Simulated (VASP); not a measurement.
# Al (P6_3/mmc) in VASP: a series of runs

Runs on Al. Level: PBEsol. Tasks: relaxation of cell and atoms, single point.

All numbers are computed with VASP 6.6.1; they aren't measurements. Logs are shortened: lines on timing, memory, paths and dates and some standing lists are left out, and cuts for length are marked.

### Step 1. The cell of the first run

The structure is hexagonal, space group P6_3/mmc (No. 194). The conventional cell has a = 2.863 Å, b = 2.863 Å, c = 4.676 Å, α = 90.00°, β = 90.00°, γ = 120.00°. Al (site symmetry -6m2) has 12 Al at 2.86 Å within 3.8 Å.

### Step 2. Relaxation of cell and atoms, PBEsol

The input, INCAR:

```
SYSTEM = Al
PREC = Accurate
ENCUT = 600
EDIFF = 1E-6
ISMEAR = -1
SIGMA = 0.1
LREAL = .FALSE.
LASPH = .TRUE.
NELM = 100
ALGO = Normal
ISIF = 3
LWAVE = .FALSE.
LCHARG = .FALSE.
GGA = PS
IBRION = 2
NSW = 80
EDIFFG = -0.01
```

The input, KPOINTS:

```
Automatic mesh
0
G
  13 13 7
  0 0 0
```

The input, POSCAR:

```
Al
1.0
    2.8634814820      0.0000000000      0.0000000000
   -1.4317407410      2.4798477067      0.0000000000
    0.0000000000      0.0000000000      4.6760652602
Al
2
Direct
    0.3333333333      0.6666666667      0.2500000000
    0.6666666667      0.3333333333      0.7500000000
```

Potentials or basis: VASP PAW PBE potentials, release 64 (Al).

On the command line:

```console
$ cat potpaw_PBE.64/Al/POTCAR > POTCAR
$ mpirun -np 1 vasp_std > vasp.out
```

OUTCAR:

```text
SYSTEM = Al
   PREC = Accurate
   ENCUT = 600
   EDIFF = 1E-6
   ISMEAR = -1
   LREAL = .FALSE.
   LASPH = .TRUE.
   NELM = 100
   ISIF = 3
   GGA = PS
   IBRION = 2
   NSW = 80
   EDIFFG = -0.01

 ion  position               nearest neighbor table
   1  0.333  0.667  0.250-   2 2.86   2 2.86   2 2.86   2 2.86   2 2.86   2 2.86
   2  0.667  0.333  0.750-   1 2.86   1 2.86   1 2.86   1 2.86   1 2.86   1 2.86

  LATTYP: Found a hexagonal cell.
 ALAT       =     2.8634814820
 C/A-ratio  =     1.6330000000

  Lattice vectors:

 A1 = (   2.8634814820,   0.0000000000,   0.0000000000)
 A2 = (  -1.4317407410,   2.4798477067,   0.0000000000)
 A3 = (   0.0000000000,   0.0000000000,   4.6760652602)

Analysis of symmetry for initial positions (statically):
=====================================================================
 Subroutine PRICEL returns:
 Original cell was already a primitive cell.

 Routine SETGRP: Setting up the symmetry group for a
 hexagonal supercell.

 Subroutine GETGRP returns: Found 24 space group operations
 (whereof 12 operations were pure point group operations)
 out of a pool of 24 trial point group operations.

The static configuration has the point symmetry D_3d.
 The point group associated with its full space group is D_6h.

Analysis of symmetry for dynamics (positions and initial velocities):
=====================================================================
 Subroutine PRICEL returns:
 Original cell was already a primitive cell.

 Routine SETGRP: Setting up the symmetry group for a
 hexagonal supercell.

 Subroutine GETGRP returns: Found 24 space group operations
 (whereof 12 operations were pure point group operations)
 out of a pool of 24 trial point group operations.

The dynamic configuration has the point symmetry D_3d.
 The point group associated with its full space group is D_6h.

 Subroutine INISYM returns: Found 24 space group operations
 (whereof 12 operations are pure point group operations),
 and found     1 'primitive' translations

----------------------------------------------------------------------------------------

                                     Primitive cell

  volume of cell :      33.2047

  direct lattice vectors                    reciprocal lattice vectors
     2.863481482  0.000000000  0.000000000     0.349225237  0.201625285  0.000000000
    -1.431740741  2.479847707  0.000000000     0.000000000  0.403250569  0.000000000
     0.000000000  0.000000000  4.676065260     0.000000000  0.000000000  0.213855014

  length of vectors
     2.863481482  2.863481482  4.676065260     0.403250570  0.403250569  0.213855014

  position of ions in fractional coordinates (direct lattice)
     0.333333333  0.666666667  0.250000000
     0.666666667  0.333333333  0.750000000

  ion indices of the primitive-cell ions
   primitive index   ion index
                 1           1
                 2           2

----------------------------------------------------------------------------------------

 KPOINTS: Automatic mesh

Automatic generation of k-mesh.
 Grid dimensions read from file:
 generate k-points for:   13   13    7

 Generating k-lattice:

  Cartesian coordinates                     Fractional coordinates (reciprocal lattice)
     0.026863480  0.015509637  0.000000000     0.076923077  0.000000000  0.000000000
     0.000000000  0.031019275  0.000000000     0.000000000  0.076923077  0.000000000
     0.000000000  0.000000000  0.030550716     0.000000000  0.000000000  0.142857143

  Length of vectors
     0.031019275  0.031019275  0.030550716

  Shift w.r.t. Gamma in fractional coordinates (k-lattice)
     0.000000000  0.000000000  0.000000000

 Subroutine IBZKPT returns following result:
 ===========================================

 Found     84 irreducible k-points:

 Following reciprocal coordinates:
            Coordinates               Weight
  0.000000  0.000000  0.000000      1.000000
  0.076923  0.000000  0.000000      6.000000
  0.153846  0.000000  0.000000      6.000000
  0.230769  0.000000  0.000000      6.000000
  0.307692  0.000000  0.000000      6.000000
  0.384615  0.000000  0.000000      6.000000
[... 16 lines left out ...]
  0.076923  0.000000  0.142857     12.000000
  0.153846  0.000000  0.142857     12.000000
 [... further k-points ...]
   k-points           NKPTS =     84   k-points in BZ     NKDIM =     84   number of bands    NBANDS=      7
   number of dos      NEDOS =    301   number of ions     NIONS =      2
   total plane-waves  NPLWV =  23040
   dimension x,y,z NGX =    24 NGY =   24 NGZ =   40
   dimension x,y,z NGXF=    48 NGYF=   48 NGZF=   80
   ions per type =               2
   NGX,Y,Z   is equivalent  to a cutoff of  13.93, 13.93, 14.22 a.u.
   NGXF,Y,Z  is equivalent  to a cutoff of  27.87, 27.87, 28.44 a.u.
 SYSTEM =  Al
   PREC   = accura    normal or accurate (medium, high low for compatibility)
   ISTART =      0    job   : 0-new  1-cont  2-samecut
   ICHARG =      2    charge: 1-file 2-atom 10-const
   ISPIN  =      1    spin polarized calculation?
   LNONCOLLINEAR =      F non collinear calculations
   LSORBIT =      F    spin-orbit coupling
   LASPH  =      T    aspherical Exc in radial PAW
   ENCUT  =  600.0 eV  44.10 Ry    6.64 a.u.   5.72  5.72  9.34*2*pi/ulx,y,z
   NELM   =    100;   NELMIN=  2; NELMDL= -5     # of ELM steps
   EDIFF  = 0.1E-05   stopping-criterion for ELM
   LREAL  =      F    real-space projection
   EDIFFG = -.1E-01   stopping-criterion for IOM
   NSW    =     80    number of steps for IOM
   IBRION =      2    ionic relax: 0-MD 1-quasi-New 2-CG
   NFREE  =      1    steps in history (QN), initial steepest desc. (CG)
   ISIF   =      3    stress and relaxation
   ISYM   =      2    0-nonsym 1-usesym 2-fastsym
   POTIM  = 0.5000    time-step for ionic-motion
   TEBEG  =    0.0;   TEEND  =   0.0 temperature during run
   PSTRESS=    0.0 pullay stress
   NELECT =       6.0000    total number of electrons
   NUPDOWN=      -1.0000    fix difference up-down
   EMIN   =  10.00;   EMAX   =-10.00  energy-range for DOS
   EFERMI =   0.00;   METHOD = LEGACY
   ISMEAR =    -1;   SIGMA  =   0.10  broadening in eV -4-tet -1-fermi 0-gaus
   EFERMI_NEDOS =   21; number of points for ismear=-14 and -15
   IALGO  =     38    algorithm
   IMIX   =      4    mixing-type and parameters
     AMIX     =   0.40;   BMIX     =  1.00
     AMIX_MAG =   1.60;   BMIX_MAG =  1.00
  volume/ion in A,a.u.               =      16.60       112.04
  Fermi-wavevector in a.u.,A,eV,Ry     =   0.925533  1.749004 11.654906  0.856611
  Thomas-Fermi vector in A             =   2.051398
   LORBIT       =      0    0 simple, 1 ext, 2 COOP (PROOUT), +10 PAW based schemes
   GGA     = PS    functional components
   LHFCALC =     F    Hartree Fock is set to
   AEXX    =    0.0000 exact exchange contribution
   IVDW    =     0    specifies the selected vdW correction
   LEPSILON=     F    determine dielectric tensor
   LRPA    =     F    only Hartree local field effects (RPA)
 conjugate gradient relaxation of ions
 non-spin polarized calculation
  energy-cutoff  :      600.00
  volume of cell :       33.20
 maximum number of plane-waves:      1119
 NGX is ok and might be reduce to    24
   NGX = 11   NGY = 11   NGZ = 19

--------------------------------------- Ionic step        1  -------------------------------------------

 number of electron       6.0000000 magnetization

 Free energy of the ion-electron system (eV)
  ---------------------------------------------------
  ext. energy  EPLUGINS =         0.00000000
  ---------------------------------------------------
  free energy    TOTEN  =        -8.13240243 eV

  energy without entropy =       -8.10786597  energy(sigma->0) =       -8.12013420

------------------------ aborting loop because EDIFF is reached ----------------------------------------

  FORCE on cell =-STRESS in cart. coord.  units (eV):
  Direction    XX          YY          ZZ          XY          YZ          ZX
  --------------------------------------------------------------------------------------
  -------------------------------------------------------------------------------------
  Total       -0.2638396     -0.2638396     -0.3112996      0.0000000     -0.0000000      0.0000000
  in kB      -12.7306515    -12.7306515    -15.0206673      0.0000000     -0.0000000      0.0000000
  external PRESSURE =     -13.4939901 kB  Pullay stress =       0.0000000 kB

 VOLUME and BASIS-vectors are now :
 -----------------------------------------------------------------------------
  energy-cutoff  :      600.00
  volume of cell :       33.20
      direct lattice vectors                 reciprocal lattice vectors
     2.863481482  0.000000000  0.000000000     0.349225237  0.201625285  0.000000000
    -1.431740741  2.479847707  0.000000000     0.000000000  0.403250569  0.000000000
     0.000000000  0.000000000  4.676065260     0.000000000  0.000000000  0.213855014
[... 109 lines left out ...]
 POSITION                                       TOTAL-FORCE (eV/Angst)
 -----------------------------------------------------------------------------------
     -0.00000      1.64470      1.16029         0.000000     -0.000000      0.000000
      1.42436      0.82235      3.48086        -0.000000      0.000000      0.000000
 -----------------------------------------------------------------------------------
    total drift:                               -0.000000      0.000000     -0.000000

  FREE ENERGIE OF THE ION-ELECTRON SYSTEM (eV)
  ---------------------------------------------------
  free  energy   TOTEN  =        -8.1349779866 eV

  energy  without entropy=       -8.1109535461  energy(sigma->0) =       -8.12296577

--------------------------------------- Ionic step        5  -------------------------------------------

 number of electron       6.0000000 magnetization

 Free energy of the ion-electron system (eV)
  ---------------------------------------------------
  ext. energy  EPLUGINS =         0.00000000
  ---------------------------------------------------
  free energy    TOTEN  =        -8.13508663 eV

  energy without entropy =       -8.11108730  energy(sigma->0) =       -8.12308697

 E-fermi :   8.0728     XC(G=0): -10.3009

 val. band max:        7.9987025974   @ k =   0.0769   0.0000   0.2857
 cond. band min:       8.1046470776   @ k =   0.3846   0.2308   0.2857
 fundamental gap:      0.1059444802
 Fermi energy:         8.0728366848

 k-point     1 :       0.0000    0.0000    0.0000
  band No.  band energies     occupation
      1      -3.1411      2.00000
      2       3.4673      2.00000
      3       3.7550      2.00000
      4      18.6187      0.00000
      5      18.6187      0.00000
      6      19.0181      0.00000
      7      19.0181      0.00000

 k-point     2 :       0.0769    0.0000    0.0000
  band No.  band energies     occupation
      1      -2.9977      2.00000
      2       3.6001      2.00000
      3       3.8949      2.00000
      4      16.2884      0.00000
      5      17.3288      0.00000
      6      18.6415      0.00000
      7      20.5519      0.00000
[... 201 lines left out ...]
 k-point    23 :       0.0769    0.0000    0.1429
  band No.  band energies     occupation
      1      -2.8570      2.00000
      2       1.9819      2.00000
      3       5.7593      2.00000
      4      16.3876      0.00000
      5      17.4468      0.00000
      6      18.3806      0.00000
      7      19.5154      0.00000

 k-point    24 :       0.1538    0.0000    0.1429
  band No.  band energies     occupation
      1      -2.4281      2.00000
      2       2.3950      2.00000
      3       6.1583      2.00000
      4      13.5491      0.00000
      5      16.2261      0.00000
      6      17.3072      0.00000
      7      18.1556      0.00000

 [... further k-points ...]
[... 5 lines left out ...]
  --------------------------------------------------------------------------------------
  -------------------------------------------------------------------------------------
  Total        0.0138007      0.0138007     -0.0188358      0.0000000      0.0000000      0.0000000
  in kB        0.6779444      0.6779444     -0.9252901      0.0000000      0.0000000      0.0000000
  external PRESSURE =       0.1435329 kB  Pullay stress =       0.0000000 kB

 VOLUME and BASIS-vectors are now :
 -----------------------------------------------------------------------------
  energy-cutoff  :      600.00
  volume of cell :       32.61
      direct lattice vectors                 reciprocal lattice vectors
     2.852378594  0.000000000  0.000000000     0.350584597  0.202410111  0.000000000
    -1.426189297  2.470232324  0.000000000     0.000000000  0.404820223  0.000000000
     0.000000000 -0.000000000  4.628833521     0.000000000  0.000000000  0.216037150

 POSITION                                       TOTAL-FORCE (eV/Angst)
 -----------------------------------------------------------------------------------
     -0.00000      1.64682      1.15721        -0.000000     -0.000000      0.000000
      1.42619      0.82341      3.47163         0.000000      0.000000      0.000000
 -----------------------------------------------------------------------------------
    total drift:                               -0.000000      0.000000     -0.000000

  FREE ENERGIE OF THE ION-ELECTRON SYSTEM (eV)
  ---------------------------------------------------
  free  energy   TOTEN  =        -8.1350866304 eV

  energy  without entropy=       -8.1110873024  energy(sigma->0) =       -8.12308697

 reached required accuracy - stopping structural energy minimisation
```

It took 36 s on 1 thread of AMD EPYC 9R45 (Zen 5), shared host; peak memory 0.12 GiB.

Results:

```
Free energy                            : -8.1351 eV
Relaxed volume                         : 16.31 Å³/atom
Relaxed cell                           : a = 2.852 Å, b = 2.852 Å, c = 4.629 Å, α = 90.00°, β = 90.00°, γ = 120.00°
Space group after relaxing (to 0.05 Å) : P6_3/mmc (No. 194)
Energy gained by relaxing              : 1.3 meV/atom
Ionic steps                            : 5
Pressure after relaxing                : 0.0 GPa
Band gap on the k mesh                 : zero (band 3 reaches 11.45 eV, above the bottom of band 4 at 5.25 eV)
```

Step by step:
| step | energy change (eV) | largest force (eV/Å) | pressure (GPa) | volume (Å³) |
| --- | --- | --- | --- | --- |
| 1 | 0.0000 | 0.0000 | -1.35 | 33.20 |
| 2 | -0.0025 | 0.0000 | 0.21 | 32.54 |
| 3 | -0.0025 | 0.0000 | 0.01 | 32.62 |
| 4 | -0.0026 | 0.0000 | 0.01 | 32.62 |
| 5 | -0.0027 | 0.0000 | 0.01 | 32.61 |

Final structure:
```
Al
1.0
     2.85238    0.00000    0.00000
    -1.42619    2.47023    0.00000
     0.00000    0.00000    4.62883
Al
2
Direct
  0.33333 0.66667 0.25000
  0.66667 0.33333 0.75000
```

Caveat: the PAW data sets were made with another functional, which shifts forces and pressure a little.

### Step 3. Single point, PBEsol

This run uses another cell than the first one, of 16.30 Å³/atom, 0.982 times its volume.

The input, INCAR:

```
PREC = Accurate ; ENCUT = 520
EDIFF = 1E-7 ; ISMEAR = -1
SIGMA = 0.1 ; LREAL = F
LASPH = T ; NELM = 100
ALGO = Normal ; ISIF = 2
LWAVE = F ; LCHARG = F
GGA = PS ; NBANDS = 10
```

The input, KPOINTS:

```
Automatic mesh
0
Gamma
  21 21 11
```

The input, POSCAR:

```
Al
1.0
    2.8574816429      0.0000000000      0.0000000000
   -1.4287408215      2.4746516936      0.0000000000
    0.0000000000      0.0000000000      4.6103767047
Al
2
Direct
    0.3333333333      0.6666666667      0.2500000000
    0.6666666667      0.3333333333      0.7500000000
```

Potentials or basis: VASP PAW PBE potentials, release 64 (Al).

On the command line:

```console
$ cat potpaw_PBE.64/Al/POTCAR > POTCAR
$ mpirun -np 1 vasp_std > vasp.out
```

Run time: 63 s. Hardware: 1 thread of AMD EPYC 9R45 (Zen 5), shared host; peak memory 0.17 GiB.

Results (log left out):

```yaml
Free_energy: -8.1285 eV
Pressure: 0.2 GPa
Band_gap_on_the_k_mesh: zero (band 3 reaches 11.87 eV, above the bottom of band 4 at 5.03 eV)
```

Stress tensor (GPa, compression positive):
```
-0.39  0.00  0.00
 0.00 -0.39  0.00
 0.00  0.00  1.28
```

Levels at points of the mesh, in eV from the Fermi level:
```
           k point  band 1  band 2  band 3  band 4  band 5  band 6  band 7
(0.00, 0.00, 0.00)  -11.22   -4.58   -4.25   10.45   10.45   10.87   10.87
```

Caveat: the PAW data sets were made with another functional, which shifts forces and pressure a little.
